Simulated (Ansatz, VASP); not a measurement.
# Two plane-wave programs on CdS

Contents of POSCAR:

```
CdS
1.0
    0.0000000000      2.7724455593      2.7724455593
    2.7724455593      0.0000000000      2.7724455593
    2.7724455593      2.7724455593      0.0000000000
Cd S
1 1
Direct
   -0.0042461853      0.0042461853      0.0042461853
    0.5148886675      0.4851113325      0.4851113325
```

The input INCAR.step1:

```
PREC     = Accurate       # precision mode
ENCUT    = 520            # plane-wave cutoff, eV
ISMEAR   = 0              # smearing method
SIGMA    = 0.05           # smearing width, eV
LREAL    = False          # projectors in reciprocal space
LASPH    = True           # aspherical terms in the spheres
NELM     = 80             # most SCF steps
NBANDS   = 16             # bands
GGA      = PE             # functional
ALGO     = Normal         # electronic algorithm
EDIFF    = 1E-4           # SCF threshold, eV
LWAVE    = True           # write WAVECAR
LCHARG   = False          # write CHGCAR
```

The input INCAR.step2:

```
PREC     = Accurate       # precision mode
ENCUT    = 520            # plane-wave cutoff, eV
EDIFF    = 1E-6           # SCF threshold, eV
ISMEAR   = 0              # smearing method
SIGMA    = 0.05           # smearing width, eV
LREAL    = False          # projectors in reciprocal space
LASPH    = True           # aspherical terms in the spheres
NELM     = 80             # most SCF steps
ALGO     = Normal         # electronic algorithm
ISIF     = 2              # what is computed and relaxed
LWAVE    = False          # write WAVECAR
LCHARG   = False          # write CHGCAR
METAGGA  = R2SCAN         # meta-GGA
LMIXTAU  = True         
NBANDS   = 16             # bands
ISTART   = 1
```

The input KPOINTS:

```
Automatic mesh
0
Gamma
  8 8 8
```

Input for Ansatz:

```yaml
crystal:
  lattice:
    - [0.0, 2.7724455593, 2.7724455593]
    - [2.7724455593, 0.0, 2.7724455593]
    - [2.7724455593, 2.7724455593, 0.0]
  atoms:
    - { symbol: Cd, position: [-0.0042461853, 0.0042461853, 0.0042461853] }
    - { symbol: S, position: [0.5148886675, 0.4851113325, 0.4851113325] }
basis:
  ecutwfc: 500
kpoints:
  mp_grid: { grid: [8, 8, 8] }
hamiltonian:
  xc: r2scan
scf:
  occupations: { method: gaussian, width: 0.05 }
output:
  forces: true
  stress: true
  eigenvalues: true
```

Change from the starting cell: mode 4 frozen in at -0.081 Å, equal normal strain along x, y and z +0.0167.

Alike in both runs: task single point; functional r2SCAN; k mesh 8 × 8 × 8; occupations gaussian, width 0.05 eV; no spin polarisation.

```csv
,VASP,Ansatz
version,VASP 6.6.1,Ansatz 0.2.0
potentials or method,"VASP PAW PBE potentials, release 64 (Cd, S), cutoff 520 eV","scalar-relativistic, plane waves, PAW"
valence electrons in the cell,18,26
```

```csv
,VASP,Ansatz,Ansatz less VASP
gap on the k mesh at the Fermi level (eV),0.75,0.77,+0.020
least direct gap on the mesh (eV),2.00,2.03,+0.031
pressure (GPa),-3.0,-3.4,-0.38
"traceless stress, the component that is largest in VASP (GPa)",0.65,0.63,-0.016
rms of the force components (eV/Å),0.077,0.072,-0.0048
```

VASP's potentials were made for PBE, not for r2SCAN. Atom by atom the forces differ by 0.005 eV/Å (rms over components). VASP's potentials hold 18 valence electrons a cell and Ansatz's 26, so a difference there can come from the potentials and not from the codes.
